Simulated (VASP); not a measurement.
# Al2O3 (Pnnm) in VASP: single point with LDA

Aim: the single point of Al2O3 with LDA.

Everything below comes from runs of VASP 6.6.1. Logs are shortened: lines on timing, memory, paths and dates and some standing lists are left out, and cuts for length are marked.

## Step 1: The cell of the first run

Symmetry: Pnnm, No. 58, orthorhombic system. The conventional cell has a = 4.593 Å, b = 9.573 Å, c = 2.975 Å, α = 90.00°, β = 90.00°, γ = 90.00°. Within 2.2 Å of Al (site symmetry m) lie 4 O at 1.67 to 1.79 Å. O (site symmetry m) has 3 Al at 1.78 to 1.79 Å within 2.4 Å. O (site symmetry 2/m) has 2 Al at 1.67 Å within 2.2 Å.

## Step 2: Single point, LDA

File INCAR:

```
ALGO = Normal
EDIFF = 1E-6
ENCUT = 520
GGA = CA
ISIF = 2
ISMEAR = 0
LASPH = True
LCHARG = False
LREAL = False
LWAVE = False
NBANDS = 35
NELM = 60
PREC = Accurate
SIGMA = 0.05
```

File KPOINTS:

```
k-points
0
Gamma
  6 4 8
```

File POSCAR:

```
Al2O3
1.0
    4.5925857122      0.0000000000      0.0000000000
    0.0000000000      9.5731211374      0.0000000000
    0.0000000000      0.0000000000      2.9745879034
Al O
4 6
Direct
    0.4138788494      0.3309999366      0.5000000000
    0.5861211506      0.6690000634      0.5000000000
    0.9138788494      0.1690000634      0.0000000000
    0.0861211506      0.8309999366      0.0000000000
    0.7315554251      0.2226862107      0.5000000000
    0.0000000000      0.0000000000      0.0000000000
    0.7684445749      0.7226862107      0.0000000000
    0.2315554251      0.2773137893      0.0000000000
    0.2684445749      0.7773137893      0.5000000000
    0.5000000000      0.5000000000      0.5000000000
```

Potentials or basis: VASP PAW LDA potentials, release 64 (Al, O).

Launch:

```bash
cat potpaw_LDA.64/Al/POTCAR potpaw_LDA.64/O/POTCAR > POTCAR
mpirun -np 1 vasp_std > vasp.out
```

OUTCAR:

```text
EDIFF = 1E-6
   ENCUT = 520
   GGA = CA
   ISIF = 2
   ISMEAR = 0
   LASPH = True
   LREAL = False
   NELM = 60
   PREC = Accurate

 ion  position               nearest neighbor table
   1  0.414  0.331  0.500-  10 1.67   8 1.78   8 1.78   5 1.79   3 3.14   3 3.14   3 3.14   3 3.14
                             2 3.33
   2  0.586  0.669  0.500-  10 1.67   7 1.78   7 1.78   9 1.79   4 3.14   4 3.14   4 3.14   4 3.14
                             1 3.33
   3  0.914  0.169  0.000-   6 1.67   5 1.78   5 1.78   8 1.79   1 3.14   1 3.14   1 3.14   1 3.14
                             4 3.33
   4  0.086  0.831  0.000-   6 1.67   9 1.78   9 1.78   7 1.79   2 3.14   2 3.14   2 3.14   2 3.14
                             3 3.33
   5  0.732  0.223  0.500-   3 1.78   3 1.78   1 1.79
   6  0.000  0.000  0.000-   3 1.67   4 1.67
   7  0.768  0.723  0.000-   2 1.78   2 1.78   4 1.79
   8  0.232  0.277  0.000-   1 1.78   1 1.78   3 1.79
   9  0.268  0.777  0.500-   4 1.78   4 1.78   2 1.79
  10  0.500  0.500  0.500-   1 1.67   2 1.67

  LATTYP: Found a simple orthorhombic cell.
 ALAT       =     2.9745879034
 B/A-ratio  =     1.5439401562
 C/A-ratio  =     3.2183016432

  Lattice vectors:

 A1 = (   0.0000000000,   0.0000000000,   2.9745879034)
 A2 = (   4.5925857122,   0.0000000000,   0.0000000000)
 A3 = (   0.0000000000,   9.5731211374,   0.0000000000)

Analysis of symmetry for initial positions (statically):
=====================================================================
 Subroutine PRICEL returns:
 Original cell was already a primitive cell.

 Routine SETGRP: Setting up the symmetry group for a
 simple orthorhombic supercell.

 Subroutine GETGRP returns: Found  8 space group operations
 (whereof  4 operations were pure point group operations)
 out of a pool of  8 trial point group operations.

The static configuration has the point symmetry C_2h.
 The point group associated with its full space group is D_2h.

Analysis of symmetry for dynamics (positions and initial velocities):
=====================================================================
 Subroutine PRICEL returns:
 Original cell was already a primitive cell.

 Routine SETGRP: Setting up the symmetry group for a
 simple orthorhombic supercell.

 Subroutine GETGRP returns: Found  8 space group operations
 (whereof  4 operations were pure point group operations)
 out of a pool of  8 trial point group operations.

The dynamic configuration has the point symmetry C_2h.
 The point group associated with its full space group is D_2h.

 Subroutine INISYM returns: Found  8 space group operations
 (whereof  4 operations are pure point group operations),
 and found     1 'primitive' translations

----------------------------------------------------------------------------------------

                                     Primitive cell

  volume of cell :     130.7789

  direct lattice vectors                    reciprocal lattice vectors
     4.592585712  0.000000000  0.000000000     0.217742262  0.000000000  0.000000000
     0.000000000  9.573121137  0.000000000     0.000000000  0.104459140  0.000000000
     0.000000000  0.000000000  2.974587903     0.000000000  0.000000000  0.336181022

  length of vectors
     4.592585712  9.573121137  2.974587903     0.217742262  0.104459140  0.336181022

  position of ions in fractional coordinates (direct lattice)
     0.413878849  0.330999937  0.500000000
     0.586121151  0.669000063  0.500000000
     0.913878849  0.169000063  0.000000000
     0.086121151  0.830999937  0.000000000
     0.731555425  0.222686211  0.500000000
     0.000000000  0.000000000  0.000000000
     0.768444575  0.722686211  0.000000000
     0.231555425  0.277313789  0.000000000
     0.268444575  0.777313789  0.500000000
     0.500000000  0.500000000  0.500000000

  ion indices of the primitive-cell ions
   primitive index   ion index
                 1           1
                 2           2
                 3           3
                 4           4
                 5           5
                 6           6
                 7           7
                 8           8
                 9           9
                10          10

----------------------------------------------------------------------------------------

 KPOINTS: k-points

Automatic generation of k-mesh.
 Grid dimensions read from file:
 generate k-points for:    6    4    8

 Generating k-lattice:

  Cartesian coordinates                     Fractional coordinates (reciprocal lattice)
     0.036290377  0.000000000  0.000000000     0.166666667  0.000000000  0.000000000
     0.000000000  0.026114785  0.000000000     0.000000000  0.250000000  0.000000000
     0.000000000  0.000000000  0.042022628     0.000000000  0.000000000  0.125000000

  Length of vectors
     0.036290377  0.026114785  0.042022628

  Shift w.r.t. Gamma in fractional coordinates (k-lattice)
     0.000000000  0.000000000  0.000000000

 Subroutine IBZKPT returns following result:
 ===========================================

 Found     60 irreducible k-points:

 Following reciprocal coordinates:
            Coordinates               Weight
  0.000000  0.000000  0.000000      1.000000
  0.166667  0.000000  0.000000      2.000000
  0.333333  0.000000  0.000000      2.000000
  0.500000  0.000000  0.000000      1.000000
  0.000000  0.250000  0.000000      2.000000
  0.166667  0.250000  0.000000      4.000000
[... 16 lines left out ...]
  0.333333  0.500000  0.125000      4.000000
  0.500000  0.500000  0.125000      2.000000
 [... further k-points ...]
   k-points           NKPTS =     60   k-points in BZ     NKDIM =     60   number of bands    NBANDS=     35
   number of dos      NEDOS =    301   number of ions     NIONS =     10
   total plane-waves  NPLWV =  62208
   dimension x,y,z NGX =    36 NGY =   72 NGZ =   24
   dimension x,y,z NGXF=    72 NGYF=  144 NGZF=   48
   ions per type =               4   6
   NGX,Y,Z   is equivalent  to a cutoff of  13.03, 12.50, 13.41 a.u.
   NGXF,Y,Z  is equivalent  to a cutoff of  26.06, 25.01, 26.83 a.u.
 SYSTEM =  unknown system
   PREC   = accura    normal or accurate (medium, high low for compatibility)
   ISTART =      0    job   : 0-new  1-cont  2-samecut
   ICHARG =      2    charge: 1-file 2-atom 10-const
   ISPIN  =      1    spin polarized calculation?
   LNONCOLLINEAR =      F non collinear calculations
   LSORBIT =      F    spin-orbit coupling
   LASPH  =      T    aspherical Exc in radial PAW
   ENCUT  =  520.0 eV  38.22 Ry    6.18 a.u.   8.54 17.80  5.53*2*pi/ulx,y,z
   NELM   =     60;   NELMIN=  2; NELMDL= -5     # of ELM steps
   EDIFF  = 0.1E-05   stopping-criterion for ELM
   LREAL  =      F    real-space projection
   EDIFFG = 0.1E-04   stopping-criterion for IOM
   NSW    =      0    number of steps for IOM
   IBRION =     -1    ionic relax: 0-MD 1-quasi-New 2-CG
   NFREE  =      0    steps in history (QN), initial steepest desc. (CG)
   ISIF   =      2    stress and relaxation
   ISYM   =      2    0-nonsym 1-usesym 2-fastsym
   POTIM  = 0.5000    time-step for ionic-motion
   TEBEG  =    0.0;   TEEND  =   0.0 temperature during run
   PSTRESS=    0.0 pullay stress
   NELECT =      48.0000    total number of electrons
   NUPDOWN=      -1.0000    fix difference up-down
   EMIN   =  10.00;   EMAX   =-10.00  energy-range for DOS
   EFERMI =   0.00;   METHOD = LEGACY
   ISMEAR =     0;   SIGMA  =   0.05  broadening in eV -4-tet -1-fermi 0-gaus
   EFERMI_NEDOS =   21; number of points for ismear=-14 and -15
   IALGO  =     38    algorithm
   IMIX   =      4    mixing-type and parameters
     AMIX     =   0.40;   BMIX     =  1.00
     AMIX_MAG =   1.60;   BMIX_MAG =  1.00
  volume/ion in A,a.u.               =      13.08        88.25
  Fermi-wavevector in a.u.,A,eV,Ry     =   1.172131  2.215006 18.692913  1.373890
  Thomas-Fermi vector in A             =   2.308564
   LORBIT       =      0    0 simple, 1 ext, 2 COOP (PROOUT), +10 PAW based schemes
   GGA     = CA    functional components
   LHFCALC =     F    Hartree Fock is set to
   AEXX    =    0.0000 exact exchange contribution
   IVDW    =     0    specifies the selected vdW correction
   LEPSILON=     F    determine dielectric tensor
   LRPA    =     F    only Hartree local field effects (RPA)
 non-spin polarized calculation
 Gauss-broadening in eV      SIGMA  =   0.05
  energy-cutoff  :      520.00
  volume of cell :      130.78
 maximum number of plane-waves:      3564
 NGX is ok and might be reduce to    36
   NGX = 17   NGY = 35   NGZ = 11

 number of electron      47.9999967 magnetization

 Free energy of the ion-electron system (eV)
  ---------------------------------------------------
  ext. energy  EPLUGINS =         0.00000000
  ---------------------------------------------------
  free energy    TOTEN  =       -80.94562094 eV

  energy without entropy =      -80.94562094  energy(sigma->0) =      -80.94562094

 E-fermi :   2.2882     XC(G=0):  -9.5523

 val. band max:        2.0446109718   @ k =   0.0000   0.0000   0.0000
 cond. band min:       5.5087564776   @ k =   0.0000   0.0000   0.0000
 fundamental gap:      3.4641455059
 Fermi energy:         2.2882097360

 k-point     1 :       0.0000    0.0000    0.0000
  band No.  band energies     occupation
      1     -16.9809      2.00000
      2     -16.8944      2.00000
      3     -15.6295      2.00000
      4     -15.6072      2.00000
      5     -14.2521      2.00000
      6     -14.0969      2.00000
[... 27 lines left out ...]
     34      12.8993      0.00000
     35      14.0254      0.00000

 k-point     2 :       0.1667    0.0000    0.0000
  band No.  band energies     occupation
      1     -16.9043      2.00000
      2     -16.8195      2.00000
      3     -15.7403      2.00000
      4     -15.7077      2.00000
      5     -14.2333      2.00000
      6     -14.1023      2.00000
[... 27 lines left out ...]
     34      12.4800      0.00000
     35      13.6764      0.00000

 k-point     3 :       0.3333    0.0000    0.0000
  band No.  band energies     occupation
      1     -16.6874      2.00000
      2     -16.6082      2.00000
      3     -16.0218      2.00000
      4     -15.9696      2.00000
      5     -14.1919      2.00000
      6     -14.1194      2.00000
[... 27 lines left out ...]
     34      12.1283      0.00000
     35      13.1808      0.00000

 k-point     4 :       0.5000    0.0000    0.0000
  band No.  band energies     occupation
      1     -16.3700      2.00000
      2     -16.3700      2.00000
      3     -16.3013      2.00000
      4     -16.3013      2.00000
      5     -14.1501      2.00000
      6     -14.1501      2.00000
[... 27 lines left out ...]
     34      12.1096      0.00000
     35      13.2643      0.00000

 k-point     5 :       0.0000    0.2500    0.0000
  band No.  band energies     occupation
      1     -16.9688      2.00000
      2     -16.9077      2.00000
      3     -15.6257      2.00000
      4     -15.6100      2.00000
      5     -14.2295      2.00000
      6     -14.1198      2.00000
[... 638 lines left out ...]
 k-point    22 :       0.1667    0.5000    0.1250
  band No.  band energies     occupation
      1     -16.7649      2.00000
      2     -16.7649      2.00000
      3     -15.6934      2.00000
      4     -15.6934      2.00000
      5     -14.1291      2.00000
      6     -14.1291      2.00000
[... 27 lines left out ...]
     34      13.1818      0.00000
     35      13.5046      0.00000

 k-point    23 :       0.3333    0.5000    0.1250
  band No.  band energies     occupation
      1     -16.5620      2.00000
      2     -16.5620      2.00000
      3     -15.9453      2.00000
      4     -15.9453      2.00000
      5     -14.1175      2.00000
      6     -14.1175      2.00000
[... 27 lines left out ...]
     34      12.8005      0.00000
     35      13.3812      0.00000

 k-point    24 :       0.5000    0.5000    0.1250
  band No.  band energies     occupation
      1     -16.2947      2.00000
      2     -16.2947      2.00000
      3     -16.2363      2.00000
      4     -16.2363      2.00000
      5     -14.1120      2.00000
      6     -14.1120      2.00000
[... 27 lines left out ...]
     34      12.7863      0.00000
     35      13.0949      0.00000

 [... further k-points ...]

------------------------ aborting loop because EDIFF is reached ----------------------------------------

  FORCE on cell =-STRESS in cart. coord.  units (eV):
  Direction    XX          YY          ZZ          XY          YZ          ZX
  --------------------------------------------------------------------------------------
  -------------------------------------------------------------------------------------
  Total        0.4110054      1.1153956      0.5128019     -0.0000000      0.0000000      0.0000000
  in kB        5.0352429     13.6647553      6.2823565     -0.0000000      0.0000000      0.0000000
  external PRESSURE =       8.3274515 kB  Pullay stress =       0.0000000 kB

 VOLUME and BASIS-vectors are now :
 -----------------------------------------------------------------------------
  energy-cutoff  :      520.00
  volume of cell :      130.78
      direct lattice vectors                 reciprocal lattice vectors
     4.592585712  0.000000000  0.000000000     0.217742262  0.000000000  0.000000000
     0.000000000  9.573121137  0.000000000     0.000000000  0.104459140  0.000000000
     0.000000000  0.000000000  2.974587903     0.000000000  0.000000000  0.336181022

 POSITION                                       TOTAL-FORCE (eV/Angst)
 -----------------------------------------------------------------------------------
      1.90077      3.16870      1.48729        -0.023794     -0.079216     -0.000000
      2.69181      6.40442      1.48729         0.023794      0.079216      0.000000
      4.19707      1.61786      0.00000        -0.023794      0.079216     -0.000000
      0.39552      7.95526      0.00000         0.023794     -0.079216      0.000000
      3.35973      2.13180      1.48729        -0.013636      0.007011      0.000000
      0.00000      0.00000      0.00000         0.000000     -0.000000      0.000000
      3.52915      6.91836      0.00000         0.013636      0.007011     -0.000000
      1.06344      2.65476      0.00000        -0.013636     -0.007011      0.000000
      1.23285      7.44132      1.48729         0.013636     -0.007011     -0.000000
      2.29629      4.78656      1.48729         0.000000     -0.000000      0.000000
 -----------------------------------------------------------------------------------
    total drift:                                0.000000      0.000000      0.000000

  FREE ENERGIE OF THE ION-ELECTRON SYSTEM (eV)
  ---------------------------------------------------
  free  energy   TOTEN  =       -80.9456209406 eV

  energy  without entropy=      -80.9456209406  energy(sigma->0) =      -80.94562094
```

Run time: 6.3 min. Hardware: 1 thread of Intel Xeon 8259CL, shared host; peak memory 0.32 GiB.

Results:

| Item | Value |
| --- | --- |
| Free energy | -80.9456 eV |
| Pressure | 0.8 GPa |
| Largest force | 0.083 eV/Å |
| Band gap on the k mesh | 3.46 eV |

Forces in eV/Å, atoms in the order of the input:
```
Al  -0.024 -0.079  0.000
Al   0.024  0.079  0.000
Al  -0.024  0.079  0.000
Al   0.024 -0.079  0.000
O   -0.014  0.007  0.000
O    0.000  0.000  0.000
O    0.014  0.007  0.000
O   -0.014 -0.007  0.000
O    0.014 -0.007  0.000
O    0.000  0.000  0.000
```

Stress tensor (GPa, compression positive):
```
0.50 0.00 0.00
0.00 1.37 0.00
0.00 0.00 0.63
```

Levels at points of the mesh, in eV from the valence-band top:
```
           k point  band 21  band 22  band 23  band 24  band 25  band 26  band 27  band 28
(0.00, 0.00, 0.00)    -1.38    -0.57    -0.06     0.00     3.46     5.28     6.21     6.30
(0.50, 0.00, 0.00)    -1.10    -1.10    -0.02    -0.02     5.92     5.92     6.64     6.64
(0.00, 0.50, 0.00)    -0.92    -0.92    -0.03    -0.03     4.17     4.17     6.51     6.51
(0.50, 0.50, 0.00)    -1.01    -1.01    -0.02    -0.02     5.91     5.91     6.38     6.38
(0.00, 0.00, 0.50)    -1.58    -1.58    -0.76    -0.76     6.84     6.84     7.35     7.35
(0.50, 0.00, 0.50)    -1.69    -1.69    -0.79    -0.79     6.80     6.80     8.22     8.22
(0.00, 0.50, 0.50)    -1.70    -1.70    -0.66    -0.66     6.66     6.66     7.78     7.78
(0.50, 0.50, 0.50)    -1.68    -1.68    -0.87    -0.87     6.97     6.97     8.13     8.13
```

A k mesh can miss the band edges.
